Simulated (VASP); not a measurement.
A run of VASP 6.6.1 is set up as follows.

Contents of INCAR:

```
  PREC = Accurate
  ENCUT = 520
  EDIFF = 1E-7
  ISMEAR = 0
  SIGMA = 0.02
  LREAL = False
  LASPH = True
  NELM = 100
  ALGO = Normal
  ISIF = 2
  LWAVE = False
  LCHARG = False
  LDIPOL = True
  IDIPOL = 3
  DIPOL = 0.5 0.5 0.500
  GGA = PE
  IVDW = 12
  NBANDS = 27
```

KPOINTS

```
Automatic mesh
0
Gamma
  9 9 1
```

Contents of POSCAR:

```
InSe
1.0
    3.8250000000      0.0000000000      0.0000000000
   -1.9125000000      3.3125471695      0.0000000000
    0.0000000000      0.0000000000     36.7199571806
Se In
2 2
Direct
    0.0000000000      0.0000000000      0.4266608704
    0.0000000000      0.0000000000      0.5733113682
    0.6666666667      0.3333333333      0.4619374194
    0.6666666667      0.3333333333      0.5380348774
```

Potentials or basis: VASP PAW PBE potentials, release 64 (Se, In_d).

Run with:

```sh
$ cat potpaw_PBE.64/Se/POTCAR potpaw_PBE.64/In_d/POTCAR > POTCAR
$ mpirun -np 1 vasp_std > vasp.out
```

Question: What does it give for the band gap on the k mesh?

Answer: 2.26 eV, indirect (least direct gap 2.30 eV).

Question: Predict the largest force.

Answer: 0.970 eV/Å.

Forces on the atoms (eV/Å):
```
Se   0.000  0.000 -0.935
Se   0.000  0.000  0.935
In   0.000  0.000  0.970
In   0.000  0.000 -0.970
```

Caveat: spin-orbit coupling is left out, which moves the levels of the heavy elements.
